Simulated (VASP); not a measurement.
Write the native input for VASP 6.6.1 that does the following.

```yaml
Task: single point
Functional: PBE
Potentials_or_basis: VASP PAW PBE potentials, release 64 (Nd)
Cutoff: 520 eV
k_mesh: 6 × 6 × 6
Occupations: gaussian, width 0.05 eV
Spin: collinear spin, ferromagnetic start
Starting_moments: "[3.0] μB"
Dipole_correction: no
Further_INCAR_settings: ALGO = Fast; EDIFF = 1e-06; NBANDS = 17
```

The structure of Nd lies in POSCAR:

```
Nd
1.0
    0.0000000000      2.5760755239      2.5760755239
    2.5760755239      0.0000000000      2.5760755239
    2.5760755239      2.5760755239      0.0000000000
Nd
1
Direct
    0.0000000000      0.0000000000      0.0000000000
```

The input as run:

INCAR

```
SYSTEM = Nd
PREC = Accurate
ENCUT = 520
EDIFF = 1E-6
ISMEAR = 0
SIGMA = 0.05
LREAL = .FALSE.
LASPH = .TRUE.
NELM = 150
ALGO = Fast
ISIF = 2
LWAVE = .FALSE.
LCHARG = .FALSE.
ISPIN = 2
MAGMOM = 3
LORBIT = 11
LMAXMIX = 6
GGA = PE
NBANDS = 17
```

KPOINTS

```
regular mesh
0
G
  6 6 6
  0 0 0
```

Potentials or basis: VASP PAW PBE potentials, release 64 (Nd).

The run is started by

```console
$ cat potpaw_PBE.64/Nd/POTCAR > POTCAR
$ mpirun -np 1 vasp_std > vasp.out
```

It gave:

* Pressure: 0.8 GPa
* Net moment: 4.19 μB per cell
* Site moments: Nd +3.39 μB
* Valence electrons inside the program's atomic spheres: Nd 11.21

Caveat: the magnetic or orbital state may not be the lowest.

Run time: 110 s on 1 thread of Intel(R) Xeon(R) Platinum 8259CL CPU @ 2.50GHz (Skylake/Cascade Lake), on a shared host, peak memory 0.19 GiB.
